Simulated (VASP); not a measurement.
Runs of VASP 6.6.1 on AlNi3. The structure is that of space group I4/mmm (No. 139), or close to it. The cells are those of the table. 

```tsv
cell	further INCAR settings	gap on the mesh (eV)	pressure (GPa)
a = 3.803, b = 3.803, c = 3.958 Å, angles 58.6, 58.6, 62.7°, 4 atoms	ALGO = Fast; EDIFF = 1e-06; NBANDS = 24	none	20.6
a = 3.961, b = 3.961, c = 3.799 Å, angles 61.3, 61.3, 57.3°, 4 atoms	ALGO = Fast; EDIFF = 1e-07; NBANDS = 24	none	(b)
a = 4.044, b = 4.044, c = 3.799 Å, angles 62.0, 62.0, 56.0°, 4 atoms	ALGO = Fast; EDIFF = 1e-06; NBANDS = 24	none	1.1
a = 3.886, b = 3.886, c = 4.116 Å, angles 58.0, 58.0, 64.0°, 4 atoms	ALGO = Fast; EDIFF = 1e-07; NBANDS = 24	none	1.8
a = 3.879, b = 3.879, c = 3.958 Å, angles 59.3, 59.3, 61.3°, 4 atoms	ALGO = Fast; EDIFF = 1e-06; NBANDS = 24	none	(a)
```

Alike in all rows: task single point; level PBEsol; potentials or basis VASP PAW PBE potentials, release 64 (Al, Ni); no spin polarisation; k mesh 14 × 14 × 14; cutoff (eV) 520; smearing gaussian 0.15 eV.

Q: Fill in the values left out.

A: (a) 9.1; (b) 9.4.

Caveats: the PAW data sets were made with another functional, which shifts forces and pressure a little.

A gap of «none» marks levels without a gap at the run's occupations.
